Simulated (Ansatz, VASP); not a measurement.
## Two plane-wave programs on HfN

```
CELL_PARAMETERS angstrom
0.00000 2.27359 2.27359
2.27359 0.00000 2.27359
2.27359 2.27359 0.00000
ATOMIC_POSITIONS crystal
Hf 0.00000 0.00000 0.00000
N 0.50000 0.50000 0.50000
```

Alike in both runs: functional PBE; k mesh 6 × 6 × 6; occupations gaussian, width 0.1 eV; no spin polarisation.

Ansatz relaxed the structure, and its values are those at the end. VASP's run is a single point on that final structure, the one shown.

```csv
,VASP,Ansatz
version,VASP 6.6.1,Ansatz 0.2.0
potentials or method,"VASP PAW PBE potentials, release 64 (Hf_pv, N), cutoff 600 eV","scalar-relativistic, plane waves, PAW"
valence electrons in the cell,15,31
```

Ansatz gave:

```
gap on the k mesh at the Fermi level (eV) : none
pressure (GPa)                            : 0.0
```

Q: Which values does VASP return?

A: gap on the k mesh at the Fermi level (eV): none; pressure (GPa): -2.5.

A gap of «none» marks a metal or a gap that the smearing closes. With one functional, cell and mesh, what is left measures potentials, basis and numerics. VASP's potentials hold 15 valence electrons a cell and Ansatz's 31, so a difference there can come from the potentials and not from the codes.

The k mesh is coarse, so the values compare programs but aren't converged. Spin-orbit coupling is off throughout.
